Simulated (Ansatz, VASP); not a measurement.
# MgO in VASP and in Ansatz

Contents of INCAR:

```
SYSTEM = MgO
PREC = Accurate
ENCUT = 520
EDIFF = 1E-7
ISMEAR = 0
SIGMA = 0.02
LREAL = .FALSE.
LASPH = .TRUE.
NELM = 120
ALGO = Normal
ISIF = 2
LWAVE = .FALSE.
LCHARG = .FALSE.
GGA = CA
IBRION = 2
NSW = 70
EDIFFG = -0.002
GGA_COMPAT = .FALSE.
NELMIN = 4
```

File KPOINTS:

```
Automatic mesh
0
G
  9 9 6
  0 0 0
```

File POSCAR:

```
MgO
1.0
    3.3077869900      0.0000000000      0.0000000000
   -1.6538934900      2.8646275600      0.0000000000
    0.0000000000      0.0000000000      4.9828816700
Mg O
2 2
Direct
    0.3333333300      0.6666666700      0.0021597400
    0.6666666700      0.3333333300      0.5021597400
    0.3333333300      0.6666666700      0.4024402600
    0.6666666700      0.3333333300      0.9024402600
```

Input for Ansatz:

```yaml
crystal:
  lattice:
    - [3.30778699, 0.0, 0.0]
    - [-1.65389349, 2.86462756, 0.0]
    - [0.0, 0.0, 4.98288167]
  atoms:
    - { symbol: Mg, position: [0.33333333, 0.66666667, 0.00215974] }
    - { symbol: Mg, position: [0.66666667, 0.33333333, 0.50215974] }
    - { symbol: O, position: [0.33333333, 0.66666667, 0.40244026] }
    - { symbol: O, position: [0.66666667, 0.33333333, 0.90244026] }
basis:
  ecutwfc: 420
kpoints:
  mp_grid: { grid: [9, 9, 6] }
hamiltonian:
  xc: lda
  pseudopotentials: { kind: paw, azcp: { folder: soft_1 } }
scf:
  occupations: { method: gaussian, width: 0.02 }
output:
  forces: true
  stress: true
  eigenvalues: true
relax:
  adjacent_minimum: "off"
  f_tol: 0.002
  max_steps: 50
```

Alike in both runs: task relaxation of the atoms; functional LDA; k mesh 9 × 9 × 6; occupations gaussian, width 0.02 eV; no spin polarisation.

|  | VASP | Ansatz |
| --- | --- | --- |
| version | VASP 6.6.1 | Ansatz 0.2.0 |
| potentials or method | VASP PAW LDA potentials, release 64 (Mg, O), cutoff 520 eV | scalar-relativistic, plane waves, PAW |
| valence electrons in the cell | 16 | 32 |

|  | VASP | Ansatz | Ansatz less VASP |
| --- | --- | --- | --- |
| gap on the k mesh at the Fermi level, each at its own relaxed structure (eV) | 3.37 | 3.37 | +0.004 |

Ansatz warns that its potentials were made for another functional, while VASP's fit it. LDA's correlation is that of Perdew and Zunger in VASP and of Perdew and Wang (1992) in Ansatz. VASP's potentials hold 16 valence electrons a cell and Ansatz's 32, so a difference there can come from the potentials and not from the codes. Ansatz's warnings: stress scf threshold loose.
